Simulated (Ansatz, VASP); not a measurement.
**One calculation of Te2Mo, two programs**

Contents of INCAR:

```
SYSTEM = Te2Mo
PREC     = Accurate       ! precision mode
ENCUT    = 400            ! plane-wave cutoff, eV
EDIFF    = 1E-6           ! SCF threshold, eV
ISMEAR   = 0              ! smearing method
SIGMA    = 0.03           ! smearing width, eV
LREAL    = .FALSE.        ! projectors in reciprocal space
LASPH    = .TRUE.         ! aspherical terms in the spheres
NELM     = 120            ! most SCF steps
ALGO     = Normal         ! electronic algorithm
ISIF     = 2              ! what is computed and relaxed
LWAVE    = .FALSE.        ! write WAVECAR
LCHARG   = .FALSE.        ! write CHGCAR
LDIPOL   = .TRUE.       
IDIPOL   = 3            
DIPOL    = 0.5 0.5 0.500
GGA      = PS             ! functional
NBANDS   = 20             ! bands
GGA_COMPAT= .FALSE.      
NELMDL   = -8
```

KPOINTS

```
Automatic mesh
0
G
  12 12 1
  0 0 0
```

File POSCAR:

```
Te2Mo
1.0
    3.4622446969      0.0000000000      0.0000000000
   -1.7311223484      2.9983918616      0.0000000000
    0.0000000000      0.0000000000     19.6206956186
Te Mo
2 1
Direct
    0.6666666667      0.3333333333      0.4077327407
    0.6666666667      0.3333333333      0.5922672593
    0.3333333333      0.6666666667      0.5000000000
```

Input for Ansatz:

```yaml
crystal:
  lattice:
    - [3.4622446969, 0.0, 0.0]
    - [-1.7311223484, 2.9983918616, 0.0]
    - [0.0, 0.0, 19.6206956186]
  atoms:
    - { symbol: Te, position: [0.6666666667, 0.3333333333, 0.4077327407] }
    - { symbol: Mo, position: [0.3333333333, 0.6666666667, 0.5] }
    - { symbol: Te, position: [0.6666666667, 0.3333333333, 0.5922672593] }
basis:
  ecutwfc: 420
kpoints:
  mp_grid: { grid: [12, 12, 1] }
hamiltonian:
  xc: pbesol
  pseudopotentials: { kind: paw, azcp: { folder: soft_1 } }
scf:
  occupations: { method: gaussian, width: 0.03 }
  n_extra_bands: 7
  max_iter: 160
output:
  forces: true
  eigenvalues: true
  write_density: true
  write_potential: true
  elf: true
  volumetric_format: npy
efield:
  axis: 3
  dipole_correction: true
```

Alike in both runs: task single point; functional PBEsol; k mesh 12 × 12 × 1; occupations gaussian, width 0.03 eV; no spin polarisation.

|  | VASP | Ansatz |
| --- | --- | --- |
| version | VASP 6.6.1 | Ansatz 0.2.0 |
| potentials or method | VASP PAW PBE potentials, release 64 (Te, Mo_sv), cutoff 400 eV | scalar-relativistic, plane waves, PAW |
| valence electrons in the cell | 26 | 46 |

|  | VASP | Ansatz | Ansatz less VASP |
| --- | --- | --- | --- |
| gap on the k mesh at the Fermi level (eV) | 1.27 | 1.27 | +0.001 |
| least direct gap on the mesh (eV) | 1.27 | 1.27 | +0.001 |
| rms of the force components (eV/Å) | 0.044 | 0.029 | -0.0150 |

VASP's potentials were made for PBE, not for PBEsol, and Ansatz warns of the same on its side. The functional is the same, so the differences come from potentials, cutoffs and numerics. VASP's potentials hold 26 valence electrons a cell and Ansatz's 46, so a difference there can come from the potentials and not from the codes. Ansatz's warnings: xc potential rough in thin density.

Spin-orbit coupling is off throughout.
